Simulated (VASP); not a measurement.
Input of a VASP 6.6.1 run:

File INCAR:

```
SYSTEM = MgAl4CoO8
ALGO     = Normal         ! electronic algorithm
EDIFF    = 1E-6           ! SCF threshold, eV
ENCUT    = 600            ! plane-wave cutoff, eV
GGA      = PS             ! functional
GGA_COMPAT= .False.      
ISIF     = 2              ! what is computed and relaxed
ISMEAR   = 0              ! smearing method
ISPIN    = 2              ! spin polarisation
LASPH    = .True.         ! aspherical terms in the spheres
LCHARG   = .False.        ! write CHGCAR
LMAXMIX  = 4              ! l up to which the mixer works
LORBIT   = 11             ! projections on sites
LREAL    = .False.        ! projectors in reciprocal space
LWAVE    = .False.        ! write WAVECAR
MAGMOM   = 2.32 0 0 0 0 0 0 0.07 0 0.07 0 0.07 0 0.07 ! initial moments
NBANDS   = 52             ! bands
NELM     = 200            ! most SCF steps
PREC     = Accurate       ! precision mode
SIGMA    = 0.05           ! smearing width, eV
```

The input KPOINTS:

```
k-points
0
Gamma
  4 4 4
  0 0 0
```

POSCAR

```
MgAl4CoO8
1.0
    0.0000000000      4.0403000000      4.0403000000
    4.0403000000      0.0000000000      4.0403000000
    4.0403000000      4.0403000000      0.0000000000
Co Mg Al O
1 1 4 8
Direct
    0.0002420401      0.9994243127      0.0013894366
    0.2501501620      0.2494559184      0.2514275108
    0.6245773465      0.6238270091      0.6258523088
    0.1269715690      0.6238541077      0.6258054120
    0.6245947156      0.6238744298      0.1282151669
    0.6245739664      0.1262579276      0.6257902570
    0.3885993287      0.3878981322      0.3898528135
    0.4176774675      0.8602857345      0.8623065788
    0.3886180907      0.3878947747      0.8361073290
    0.8610228772      0.4169424529      0.8623394805
    0.8348625825      0.3878939013      0.3898537787
    0.8610420971      0.8603711394      0.8621463774
    0.3886094436      0.8341340445      0.3898645442
    0.8609650358      0.8602489372      0.4189036310
```

Potentials or basis: VASP PAW PBE potentials, release 64 (Co, Mg, Al, O).

Run with:

```bash
$ cat potpaw_PBE.64/Co/POTCAR potpaw_PBE.64/Mg/POTCAR potpaw_PBE.64/Al/POTCAR potpaw_PBE.64/O/POTCAR > POTCAR
$ mpirun -np 1 vasp_std > vasp.out
```

**Question.** Predict the largest force.

**Answer.** 0.188 eV/Å.

**Question.** Predict the pressure.

**Answer.** 1.0 GPa.

**Question.** What does it give for the net moment?

**Answer.** 3.00 μB per cell.

**Question.** Estimate the band gap on the k mesh.

**Answer.** 0.84 eV (least direct gap 0.89 eV).

Forces in eV/Å, atoms in the order of the input:
```
Co   0.002 -0.002 -0.002
Mg  -0.001  0.001  0.001
Al  -0.080 -0.081 -0.081
Al  -0.080  0.081  0.081
Al   0.082  0.081 -0.081
Al   0.081 -0.081  0.081
O    0.016  0.016  0.016
O    0.106 -0.110 -0.108
O   -0.016 -0.016  0.016
O   -0.112  0.105 -0.109
O    0.016 -0.016 -0.016
O    0.109  0.111  0.105
O   -0.016  0.016 -0.015
O   -0.107 -0.107  0.111
```

Caveat: the PAW data sets were made with another functional, which shifts forces and pressure a little; a cell with one magnetic atom can't hold antiferromagnetic order, which such compounds often take. As with any semilocal functional, this PBEsol gap is likely too small.
